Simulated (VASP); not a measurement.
AlAs: single point with PBEsol+D3(BJ)

The system is AlAs.

```xyz
2
Lattice="0.0000 2.8389 2.8389 2.8389 0.0000 2.8389 2.8389 2.8389 0.0000" Properties=species:S:1:pos:R:3 pbc="T T T"
Al    0.0000    0.0000    0.0000
As    1.4195    1.4195    1.4195
```

* Program: VASP 6.6.1
* Task: single point
* Functional: PBEsol
* Dispersion: D3(BJ)
* Potentials or basis: VASP PAW PBE potentials, release 64 (Al, As)
* Cutoff: 500 eV
* k mesh: 6 × 6 × 6
* Occupations: gaussian, width 0.01 eV
* Spin: no spin polarisation

The pressure is -1.8 GPa. The band gap on the k mesh is 1.33 eV (least direct gap 1.91 eV). The dispersion energy per atom is -0.285 eV.

Levels at points of the mesh, in eV from the valence-band top:
```csv
k point,band 1,band 2,band 3,band 4,band 5,band 6,band 7,band 8
"(0.00, 0.00, 0.00)",-11.84,0.00,0.00,0.00,1.91,4.24,4.24,4.24
"(0.50, 0.00, 0.00)",-10.43,-5.57,-0.82,-0.82,2.04,4.62,4.62,7.56
"(0.50, 0.50, 0.00)",-9.89,-5.41,-2.17,-2.17,1.33,2.21,10.21,10.21
```

It took 11 s on 1 thread of Intel(R) Xeon(R) Platinum 8488C (Sapphire Rapids), on a shared host, peak memory 0.17 GiB.

Caveat: the PAW data sets were made with another functional, which shifts forces and pressure a little. A k mesh can miss the band edges.
